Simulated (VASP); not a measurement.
A run of VASP 6.6.1 is set up as follows.

File INCAR:

```
PREC     = Accurate       # precision mode
ENCUT    = 520            # plane-wave cutoff, eV
EDIFF    = 1E-6           # SCF threshold, eV
ISMEAR   = 0              # smearing method
SIGMA    = 0.05           # smearing width, eV
LREAL    = F              # projectors in reciprocal space
LASPH    = T              # aspherical terms in the spheres
NELM     = 80             # most SCF steps
ALGO     = Normal         # electronic algorithm
ISIF     = 2              # what is computed and relaxed
LWAVE    = F              # write WAVECAR
LCHARG   = F              # write CHGCAR
GGA      = CA             # functional
NBANDS   = 20             # bands
```

Contents of KPOINTS:

```
regular mesh
0
Gamma
  8 8 8
```

Contents of POSCAR:

```
CdF2
1.0
    0.0000000000      2.6940000000      2.6940000000
    2.6940000000      0.0000000000      2.6940000000
    2.6940000000      2.6940000000      0.0000000000
Cd F
1 2
Direct
    0.0120549193      0.0120549193      0.0120549193
    0.2500000000      0.2500000000      0.2500000000
    0.7500000000      0.7500000000      0.7500000000
```

Potentials or basis: VASP PAW LDA potentials, release 64 (Cd, F).

Launch:

```bash
$ cat potpaw_LDA.64/Cd/POTCAR potpaw_LDA.64/F/POTCAR > POTCAR
$ mpirun -np 1 vasp_std > vasp.out
```

Question: Predict the largest force.

Answer: 0.588 eV/Å.

Question: Estimate the band gap on the k mesh.

Answer: 2.81 eV, indirect (least direct gap 3.29 eV).

Question: What does it give for the pressure?

Answer: -4.0 GPa.

Stress tensor (GPa, compression positive):
```
-4.00  0.47  0.47
 0.47 -4.00  0.47
 0.47  0.47 -4.00
```

Caveat: the cell differs from its parent crystal (all Cd atoms moved +0.113 Å, as atom 1 along Cartesian [1 1 1]). A k mesh can miss the band edges.
